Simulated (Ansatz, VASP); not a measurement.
## Two plane-wave programs on Ga3Cl

```
CELL_PARAMETERS angstrom
4.25138 0.00000 0.00000
0.00000 4.25138 0.00000
0.00000 0.00000 4.25138
ATOMIC_POSITIONS crystal
Ga 0.00000 0.50000 0.50000
Ga 0.50000 0.00000 0.50000
Ga 0.50000 0.50000 0.00000
Cl 0.00000 0.00000 0.00000
```

Alike in both runs: task single point; functional PBE; k mesh 4 × 4 × 4; occupations gaussian, width 0.1 eV; no spin polarisation.

|  | VASP | Ansatz |
| --- | --- | --- |
| version | VASP 6.6.1 | Ansatz 0.2.0 |
| potentials or method | VASP PAW PBE potentials, release 64 (Ga_d, Cl), cutoff 520 eV | scalar-relativistic, plane waves, PAW |
| valence electrons in the cell | 46 | 46 |

|  | VASP | Ansatz | Ansatz less VASP |
| --- | --- | --- | --- |
| gap on the k mesh at the Fermi level (eV) | none | none | - |
| pressure (GPa) | 6.4 | 6.3 | -0.05 |

A gap of «none» marks a metal or a gap that the smearing closes. The functional is the same, so the differences come from potentials, cutoffs and numerics.

The k mesh is coarse, so the values compare programs but aren't converged.
